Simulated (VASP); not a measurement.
# NbTe2Mo3 (P6/mmm) in VASP: notebook

Runs on NbTe2Mo3. Level: PBE. Tasks: single point.

Everything below comes from runs of VASP 6.6.1. Logs are shortened: lines on timing, memory, paths and dates and some standing lists are left out, and cuts for length are marked.

### Step 1. The cell of the first run

The structure is hexagonal, space group P6/mmm (No. 191). Conventional cell: a = 5.386 Å, b = 5.386 Å, c = 4.679 Å, α = 90.00°, β = 90.00°, γ = 120.00°. Nb (site symmetry 6/mmm) has 6 Te at 3.11 Å and 12 Mo at 3.57 Å within 4.1 Å. Within 3.7 Å of Te (site symmetry -6m2) lie 6 Mo at 2.81 Å and 3 Te at 3.11 Å and 3 Nb at 3.11 Å. Mo (site symmetry mmm) has 4 Mo at 2.69 Å and 4 Te at 2.81 Å and 4 Nb at 3.57 Å within 3.6 Å.

### Step 2. Single point, PBE

Contents of INCAR:

```
PREC = Accurate
ENCUT = 500
EDIFF = 1E-6
ISMEAR = 0
SIGMA = 0.2
LREAL = False
LASPH = True
NELM = 120
ALGO = Normal
ISIF = 2
LWAVE = False
LCHARG = True
GGA = PE
LELF = True
LVHAR = True
NBANDS = 42
GGA_COMPAT = False
```

Contents of KPOINTS:

```
Automatic mesh
0
Gamma
  4 4 3
```

Contents of POSCAR:

```
NbTe2Mo3
1.0
    5.3862221478      0.0000000000      0.0000000000
   -2.6931110739      4.6646052104      0.0000000000
    0.0000000000      0.0000000000      4.6792498855
Nb Te Mo
1 2 3
Direct
    0.0000000000      0.0000000000      0.0000000000
    0.6666666667      0.3333333333      0.0000000000
    0.3333333333      0.6666666667      0.0000000000
    0.5000000000      0.0000000000      0.5000000000
    0.5000000000      0.5000000000      0.5000000000
    0.0000000000      0.5000000000      0.5000000000
```

Potentials or basis: VASP PAW PBE potentials, release 64 (Nb_sv, Te, Mo_sv).

Launch:

```
$ cat potpaw_PBE.64/Nb_sv/POTCAR potpaw_PBE.64/Te/POTCAR potpaw_PBE.64/Mo_sv/POTCAR > POTCAR
$ mpirun -np 1 vasp_std > vasp.out
```

OUTCAR:

```text
PREC = Accurate
   ENCUT = 500
   EDIFF = 1E-6
   ISMEAR = 0
   LREAL = False
   LASPH = True
   NELM = 120
   ISIF = 2
   GGA = PE

 ion  position               nearest neighbor table
   1  0.000  0.000  0.000-   2 3.11   3 3.11   3 3.11   2 3.11   2 3.11   3 3.11
   2  0.667  0.333  0.000-   4 2.81   4 2.81   6 2.81   6 2.81   5 2.81   5 2.81   3 3.11   1 3.11
                             3 3.11   1 3.11   1 3.11   3 3.11
   3  0.333  0.667  0.000-   4 2.81   4 2.81   6 2.81   6 2.81   5 2.81   5 2.81   2 3.11   1 3.11
                             2 3.11   1 3.11   1 3.11   2 3.11
   4  0.500  0.000  0.500-   5 2.69   6 2.69   5 2.69   6 2.69   2 2.81   3 2.81   2 2.81   3 2.81

   5  0.500  0.500  0.500-   4 2.69   4 2.69   6 2.69   6 2.69   2 2.81   3 2.81   2 2.81   3 2.81

   6  0.000  0.500  0.500-   4 2.69   4 2.69   5 2.69   5 2.69   2 2.81   3 2.81   2 2.81   3 2.81

  LATTYP: Found a hexagonal cell.
 ALAT       =     5.3862221478
 C/A-ratio  =     0.8687443178

  Lattice vectors:

 A1 = (   5.3862221478,   0.0000000000,   0.0000000000)
 A2 = (  -2.6931110739,   4.6646052104,   0.0000000000)
 A3 = (   0.0000000000,   0.0000000000,   4.6792498855)

Analysis of symmetry for initial positions (statically):
=====================================================================
 Subroutine PRICEL returns:
 Original cell was already a primitive cell.

 Routine SETGRP: Setting up the symmetry group for a
 hexagonal supercell.

 Subroutine GETGRP returns: Found 24 space group operations
 (whereof 24 operations were pure point group operations)
 out of a pool of 24 trial point group operations.

The static configuration has the point symmetry D_6h.

Analysis of symmetry for dynamics (positions and initial velocities):
=====================================================================
 Subroutine PRICEL returns:
 Original cell was already a primitive cell.

 Routine SETGRP: Setting up the symmetry group for a
 hexagonal supercell.

 Subroutine GETGRP returns: Found 24 space group operations
 (whereof 24 operations were pure point group operations)
 out of a pool of 24 trial point group operations.

The dynamic configuration has the point symmetry D_6h.

 Subroutine INISYM returns: Found 24 space group operations
 (whereof 24 operations are pure point group operations),
 and found     1 'primitive' translations

----------------------------------------------------------------------------------------

                                     Primitive cell

  volume of cell :     117.5643

  direct lattice vectors                    reciprocal lattice vectors
     5.386222148  0.000000000  0.000000000     0.185658885  0.107190207  0.000000000
    -2.693111074  4.664605210  0.000000000     0.000000000  0.214380415  0.000000000
     0.000000000  0.000000000  4.679249885     0.000000000  0.000000000  0.213709467

  length of vectors
     5.386222148  5.386222148  4.679249885     0.214380415  0.214380415  0.213709467

  position of ions in fractional coordinates (direct lattice)
     0.000000000  0.000000000  0.000000000
     0.666666667  0.333333333  0.000000000
     0.333333333  0.666666667  0.000000000
     0.500000000  0.000000000  0.500000000
     0.500000000  0.500000000  0.500000000
     0.000000000  0.500000000  0.500000000

  ion indices of the primitive-cell ions
   primitive index   ion index
                 1           1
                 2           2
                 3           3
                 4           4
                 5           5
                 6           6

----------------------------------------------------------------------------------------

 KPOINTS: Automatic mesh

Automatic generation of k-mesh.
 Grid dimensions read from file:
 generate k-points for:    4    4    3

 Generating k-lattice:

  Cartesian coordinates                     Fractional coordinates (reciprocal lattice)
     0.046414721  0.026797552  0.000000000     0.250000000  0.000000000  0.000000000
     0.000000000  0.053595104  0.000000000     0.000000000  0.250000000  0.000000000
     0.000000000  0.000000000  0.071236489     0.000000000  0.000000000  0.333333333

  Length of vectors
     0.053595104  0.053595104  0.071236489

  Shift w.r.t. Gamma in fractional coordinates (k-lattice)
     0.000000000  0.000000000  0.000000000

 Subroutine IBZKPT returns following result:
 ===========================================

 Found      8 irreducible k-points:

 Following reciprocal coordinates:
            Coordinates               Weight
  0.000000  0.000000  0.000000      1.000000
  0.250000  0.000000  0.000000      6.000000
  0.500000  0.000000  0.000000      3.000000
  0.250000  0.250000  0.000000      6.000000
  0.000000  0.000000  0.333333      2.000000
  0.250000  0.000000  0.333333     12.000000
  0.500000  0.000000  0.333333      6.000000
  0.250000  0.250000  0.333333     12.000000
   k-points           NKPTS =      8   k-points in BZ     NKDIM =      8   number of bands    NBANDS=     42
   number of dos      NEDOS =    301   number of ions     NIONS =      6
   total plane-waves  NPLWV =  57600
   dimension x,y,z NGX =    40 NGY =   40 NGZ =   36
   dimension x,y,z NGXF=    80 NGYF=   80 NGZF=   72
   ions per type =               1   2   3
   NGX,Y,Z   is equivalent  to a cutoff of  12.35, 12.35, 12.79 a.u.
   NGXF,Y,Z  is equivalent  to a cutoff of  24.69, 24.69, 25.58 a.u.
 SYSTEM =  unknown system
   PREC   = accura    normal or accurate (medium, high low for compatibility)
   ISTART =      0    job   : 0-new  1-cont  2-samecut
   ICHARG =      2    charge: 1-file 2-atom 10-const
   ISPIN  =      1    spin polarized calculation?
   LNONCOLLINEAR =      F non collinear calculations
   LSORBIT =      F    spin-orbit coupling
   LASPH  =      T    aspherical Exc in radial PAW
   ENCUT  =  500.0 eV  36.75 Ry    6.06 a.u.   9.82  9.82  8.53*2*pi/ulx,y,z
   NELM   =    120;   NELMIN=  2; NELMDL= -5     # of ELM steps
   EDIFF  = 0.1E-05   stopping-criterion for ELM
   LREAL  =      F    real-space projection
   EDIFFG = 0.1E-04   stopping-criterion for IOM
   NSW    =      0    number of steps for IOM
   IBRION =     -1    ionic relax: 0-MD 1-quasi-New 2-CG
   NFREE  =      0    steps in history (QN), initial steepest desc. (CG)
   ISIF   =      2    stress and relaxation
   ISYM   =      2    0-nonsym 1-usesym 2-fastsym
   POTIM  = 0.5000    time-step for ionic-motion
   TEBEG  =    0.0;   TEEND  =   0.0 temperature during run
   PSTRESS=    0.0 pullay stress
   NELECT =      67.0000    total number of electrons
   NUPDOWN=      -1.0000    fix difference up-down
   EMIN   =  10.00;   EMAX   =-10.00  energy-range for DOS
   EFERMI =   0.00;   METHOD = LEGACY
   ISMEAR =     0;   SIGMA  =   0.20  broadening in eV -4-tet -1-fermi 0-gaus
   EFERMI_NEDOS =   21; number of points for ismear=-14 and -15
   IALGO  =     38    algorithm
   IMIX   =      4    mixing-type and parameters
     AMIX     =   0.40;   BMIX     =  1.00
     AMIX_MAG =   1.60;   BMIX_MAG =  1.00
  volume/ion in A,a.u.               =      19.59       132.23
  Fermi-wavevector in a.u.,A,eV,Ry     =   1.357296  2.564918 25.065374  1.842253
  Thomas-Fermi vector in A             =   2.484227
   LORBIT       =      0    0 simple, 1 ext, 2 COOP (PROOUT), +10 PAW based schemes
   GGA     = PE    functional components
   LHFCALC =     F    Hartree Fock is set to
   AEXX    =    0.0000 exact exchange contribution
   IVDW    =     0    specifies the selected vdW correction
   LEPSILON=     F    determine dielectric tensor
   LRPA    =     F    only Hartree local field effects (RPA)
 non-spin polarized calculation
 Gauss-broadening in eV      SIGMA  =   0.20
  energy-cutoff  :      500.00
  volume of cell :      117.56
 maximum number of plane-waves:      3008
 NGX is ok and might be reduce to    40
   NGX = 19   NGY = 19   NGZ = 17

 number of electron      66.9999992 magnetization

 Free energy of the ion-electron system (eV)
  ---------------------------------------------------
  ext. energy  EPLUGINS =         0.00000000
  ---------------------------------------------------
  free energy    TOTEN  =       -44.37977948 eV

  energy without entropy =      -44.24153694  energy(sigma->0) =      -44.31065821

 E-fermi :  11.3939     XC(G=0): -11.9075

 val. band max:       11.3115048579   @ k =   0.2500   0.2500   0.0000
 cond. band min:      11.3994166024   @ k =   0.2500   0.0000   0.0000
 fundamental gap:      0.0879117444
 Fermi energy:        11.3939412602

 k-point     1 :       0.0000    0.0000    0.0000
  band No.  band energies     occupation
      1     -49.7038      2.00000
      2     -49.5034      2.00000
      3     -49.5034      2.00000
      4     -44.4654      2.00000
      5     -24.6578      2.00000
      6     -23.9609      2.00000
[... 34 lines left out ...]
     41      13.6885      0.00000
     42      15.0843      0.00000

 k-point     2 :       0.2500    0.0000    0.0000
  band No.  band energies     occupation
      1     -49.6788      2.00000
      2     -49.5294      2.00000
      3     -49.5035      2.00000
      4     -44.4654      2.00000
      5     -24.5111      2.00000
      6     -23.9418      2.00000
[... 34 lines left out ...]
     41      13.5104      0.00000
     42      14.4581      0.00000

 k-point     3 :       0.5000    0.0000    0.0000
  band No.  band energies     occupation
      1     -49.6379      2.00000
      2     -49.5713      2.00000
      3     -49.5036      2.00000
      4     -44.4654      2.00000
      5     -24.3192      2.00000
      6     -23.8700      2.00000
[... 177 lines left out ...]
      4     -44.4653      2.00000
      5     -24.3186      2.00000
      6     -23.8783      2.00000
[... 34 lines left out ...]
     41      12.6465      0.00000
     42      12.9576      0.00000

 k-point     8 :       0.2500    0.2500    0.3333
  band No.  band energies     occupation
      1     -49.6379      2.00000
      2     -49.5711      2.00000
      3     -49.5035      2.00000
      4     -44.4653      2.00000
      5     -24.2814      2.00000
      6     -23.9614      2.00000
[... 34 lines left out ...]
     41      13.0276      0.00000
     42      13.2235      0.00000

------------------------ aborting loop because EDIFF is reached ----------------------------------------

  FORCE on cell =-STRESS in cart. coord.  units (eV):
  Direction    XX          YY          ZZ          XY          YZ          ZX
  --------------------------------------------------------------------------------------
  -------------------------------------------------------------------------------------
  Total        0.0936047      0.0936047     -0.2679156      0.0000000     -0.0000000      0.0000000
  in kB        1.2756543      1.2756543     -3.6511793      0.0000000     -0.0000000      0.0000000
  external PRESSURE =      -0.3666235 kB  Pullay stress =       0.0000000 kB

 VOLUME and BASIS-vectors are now :
 -----------------------------------------------------------------------------
  energy-cutoff  :      500.00
  volume of cell :      117.56
      direct lattice vectors                 reciprocal lattice vectors
     5.386222148  0.000000000  0.000000000     0.185658885  0.107190207  0.000000000
    -2.693111074  4.664605210  0.000000000     0.000000000  0.214380415  0.000000000
     0.000000000  0.000000000  4.679249885     0.000000000  0.000000000  0.213709467

 POSITION                                       TOTAL-FORCE (eV/Angst)
 -----------------------------------------------------------------------------------
      0.00000      0.00000      0.00000         0.000000      0.000000      0.000000
      2.69311      1.55487      0.00000        -0.000000     -0.000000      0.000000
     -0.00000      3.10974      0.00000        -0.000000      0.000000     -0.000000
      2.69311      0.00000      2.33962         0.000000      0.000000      0.000000
      1.34656      2.33230      2.33962         0.000000      0.000000      0.000000
     -1.34656      2.33230      2.33962         0.000000      0.000000      0.000000
 -----------------------------------------------------------------------------------
    total drift:                               -0.000000      0.000000     -0.000000

  FREE ENERGIE OF THE ION-ELECTRON SYSTEM (eV)
  ---------------------------------------------------
  free  energy   TOTEN  =       -44.3797794764 eV

  energy  without entropy=      -44.2415369381  energy(sigma->0) =      -44.31065821
```

It took 37 s on 1 thread of AMD EPYC 9R45 (Zen 5), shared host; peak memory 0.21 GiB.

Results:

| Item | Value |
| --- | --- |
| Free energy | -44.3798 eV |
| Pressure | 0.0 GPa |
| Band gap on the k mesh | zero (an odd number of electrons rules out a gap without spin polarisation) |

Caveat: the k points lie up to 0.45 Å⁻¹ apart, too coarse for converged energies and pressures of a metal; spin-orbit coupling is left out, which moves the levels of the heavy elements.

### Step 3. Single point, PBE

This run uses another cell than the first one, of 20.19 Å³/atom.

Contents of INCAR:

```
  PREC = Accurate
  ENCUT = 500
  EDIFF = 1E-6
  ISMEAR = 0
  SIGMA = 0.2
  LREAL = False
  LASPH = True
  NELM = 120
  ALGO = Normal
  ISIF = 2
  LWAVE = False
  LCHARG = False
  GGA = PE
  NBANDS = 42
  GGA_COMPAT = False
```

Contents of KPOINTS:

```
regular mesh
0
Gamma
  4 4 2
```

Contents of POSCAR:

```
NbTe2Mo3
1.0
    4.9605771294      0.0000000000      0.0000000000
   -2.4802885647      4.2959858115      0.0000000000
    0.0000000000      0.0000000000      5.6853155723
Nb Te Mo
1 2 3
Direct
    0.0000000000      0.0000000000      0.5000000000
    0.3333333333      0.6666666667      0.0000000000
    0.6666666667      0.3333333333      0.0000000000
    0.3333333333      0.6666666667      0.5000000000
    0.6666666667      0.3333333333      0.5000000000
    0.0000000000      0.0000000000      0.0000000000
```

Potentials or basis: VASP PAW PBE potentials, release 64 (Nb_sv, Te, Mo_sv).

Launch:

```
$ cat potpaw_PBE.64/Nb_sv/POTCAR potpaw_PBE.64/Te/POTCAR potpaw_PBE.64/Mo_sv/POTCAR > POTCAR
$ mpirun -np 1 vasp_std > vasp.out
```

Run time: 36 s. Hardware: 1 thread of AMD EPYC 9R45 (Zen 5), shared host; peak memory 0.21 GiB.

The run converged. Its results:

```yaml
Free_energy: -43.4249 eV
Pressure: -0.3 GPa
Band_gap_on_the_k_mesh: zero (an odd number of electrons rules out a gap without spin polarisation)
```

Levels at points of the mesh, in eV from the Fermi level:
```
           k point  band 30  band 31  band 32  band 33  band 34  band 35  band 36  band 37
(0.00, 0.00, 0.00)    -0.75    -0.68    -0.68    -0.16    -0.16    -0.16     0.08     0.08
(0.50, 0.00, 0.00)    -1.13    -0.74    -0.39    -0.25    -0.08    -0.02     0.50     0.91
(0.00, 0.00, 0.50)    -0.95    -0.91    -0.91     0.00     0.00     0.07     0.07     0.37
(0.50, 0.00, 0.50)    -1.34    -1.33    -1.25    -0.18     0.10     0.16     0.42     0.64
```

Caveat: the k points lie up to 0.55 Å⁻¹ apart, too coarse for converged energies and pressures of a metal; spin-orbit coupling is left out, which moves the levels of the heavy elements.
